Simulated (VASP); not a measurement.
**Re: single point with PBE**

The system is Re.

```xyz
2
Lattice="2.7625 0.0000 0.0000 -1.3812 2.3924 0.0000 0.0000 0.0000 4.4645" Properties=species:S:1:pos:R:3 pbc="T T T"
Re    1.3812    0.7975    3.3484
Re    0.0000    1.5949    1.1161
```

* Program: VASP 6.6.1
* Task: single point
* Functional: PBE
* Potentials or basis: VASP PAW PBE potentials, release 64 (Re)
* Cutoff: 520 eV
* k mesh: 11 × 11 × 6
* Occupations: fermi-dirac, width 0.05 eV
* Spin: no spin polarisation

```yaml
Pressure: 4.5 GPa
Band_gap_on_the_k_mesh: zero (band 7 reaches 9.19 eV, above the bottom of band 8 at 6.15 eV)
```

Stress tensor (GPa, compression positive):
```
4.59 0.00 0.00
0.00 4.59 0.00
0.00 0.00 4.44
```

Levels at points of the mesh, in eV from the Fermi level:
```csv
k point,band 3,band 4,band 5,band 6,band 7,band 8,band 9,band 10,band 11,band 12
"(0.00, 0.00, 0.00)",-1.59,-1.58,-1.58,-0.75,-0.75,0.19,0.19,0.59,3.34,3.34
"(0.00, 0.00, 0.50)",-2.39,-2.39,-1.71,-1.71,-1.71,-1.71,2.53,2.53,2.53,2.53
```

Run time: 22 s on 1 thread of Intel Xeon 6975P-C, on a shared host, peak memory 0.17 GiB.

Caveat: spin-orbit coupling is left out, which moves the levels of the heavy elements.
